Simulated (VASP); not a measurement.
Write the native input for VASP 6.6.1 that does the following.

| Quantity | Value |
| --- | --- |
| Task | single point |
| Functional | PBEsol |
| Potentials or basis | VASP PAW PBE potentials, release 64 (In_d) |
| Cutoff | 520 eV |
| k mesh | 18 × 18 × 18 |
| Occupations | gaussian, width 0.1 eV |
| Spin | no spin polarisation |
| Dipole correction | no |
| Further INCAR settings | ALGO = Fast; EDIFF = 1e-06; NBANDS = 12 |

The structure of In lies in POSCAR:

```
In
1.0
   -1.5974426201      1.5974426201      2.4986734160
    1.5974426201     -1.5974426201      2.4986734160
    1.5974426201      1.5974426201     -2.4986734160
In
1
Direct
    0.0000000000      0.0000000000      0.0000000000
```

These files were run (other wordings do the same):

INCAR

```
ALGO = Fast
EDIFF = 1E-6
ENCUT = 520
GGA = PS
ISIF = 2
ISMEAR = 0
LASPH = True
LCHARG = False
LREAL = False
LWAVE = False
NBANDS = 12
NELM = 100
PREC = Accurate
SIGMA = 0.1
```

KPOINTS

```
k-points
0
Gamma
  18 18 18
```

Potentials or basis: VASP PAW PBE potentials, release 64 (In_d).

Run with:

```console
$ cat potpaw_PBE.64/In_d/POTCAR > POTCAR
$ mpirun -np 1 vasp_std > vasp.out
```

It gave:

```
Pressure : 0.0 GPa
```

Caveat: the PAW data sets were made with another functional, which shifts forces and pressure a little.

It took 87 s on 1 thread of Intel(R) Xeon(R) Platinum 8559C (Emerald Rapids), on a shared host, peak memory 0.27 GiB.
